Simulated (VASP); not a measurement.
Write the native input for VASP 6.6.1 that does the following.

```
Task                   : relaxation of cell and atoms
Functional             : PBE
Potentials or basis    : VASP PAW PBE potentials, release 64 (Sc_sv, H, F)
Cutoff                 : 600 eV
k mesh                 : 6 × 6 × 4
Occupations            : gaussian, width 0.02 eV
Spin                   : no spin polarisation
Dipole correction      : no
Further INCAR settings : ALGO = Normal; EDIFF = 1e-06; IBRION = 2; EDIFFG = -0.01; NSW = 100; ISIF = 3
```

The structure of Sc2H3F3 lies in POSCAR:

```
Sc2H3F3
1.0
    4.0056479258      0.0000000000      0.0000000000
    0.0000000000      4.0056479258      0.0000000000
    0.0000000000      0.0000000000      7.9593184689
Sc H F
2 3 3
Direct
    0.0000000000      0.0000000000      0.7564768241
    0.0000000000      0.0000000000      0.2435231759
    0.5000000000      0.0000000000      0.7784196039
    0.0000000000      0.5000000000      0.2215803961
    0.0000000000      0.0000000000      0.0000000000
    0.5000000000      0.0000000000      0.2441969315
    0.0000000000      0.5000000000      0.7558030685
    0.0000000000      0.0000000000      0.5000000000
```

These files were run (other wordings do the same):

INCAR

```
PREC = Accurate
ENCUT = 600
EDIFF = 1E-6
ISMEAR = 0
SIGMA = 0.02
LREAL = F
LASPH = T
NELM = 100
ALGO = Normal
ISIF = 3
LWAVE = F
LCHARG = F
GGA = PE
IBRION = 2
NSW = 100
EDIFFG = -0.01
```

KPOINTS

```
regular mesh
0
Gamma
  6 6 4
```

Potentials or basis: VASP PAW PBE potentials, release 64 (Sc_sv, H, F).

Launch:

```sh
$ cat potpaw_PBE.64/Sc_sv/POTCAR potpaw_PBE.64/H/POTCAR potpaw_PBE.64/F/POTCAR > POTCAR
$ mpirun -np 1 vasp_std > vasp.out
```

Results of the run:

The relaxed volume is 15.94 Å³/atom, the relaxed cell is a = 4.006 Å, b = 4.006 Å, c = 7.948 Å, α = 90.00°, β = 90.00°, γ = 90.00° and the space group after relaxing (to 0.05 Å) is P-4m2 (No. 115). The energy gained by relaxing is 0.1 meV/atom. The ionic steps are 9. The pressure after relaxing is 0.0 GPa and the largest force after relaxing is 0.007 eV/Å. The band gap on the k mesh is 3.32 eV, direct.

Run time: 5.6 min on 1 thread of Oxide Virtual Turin-like Processor, with other jobs on the host, peak memory 0.29 GiB.
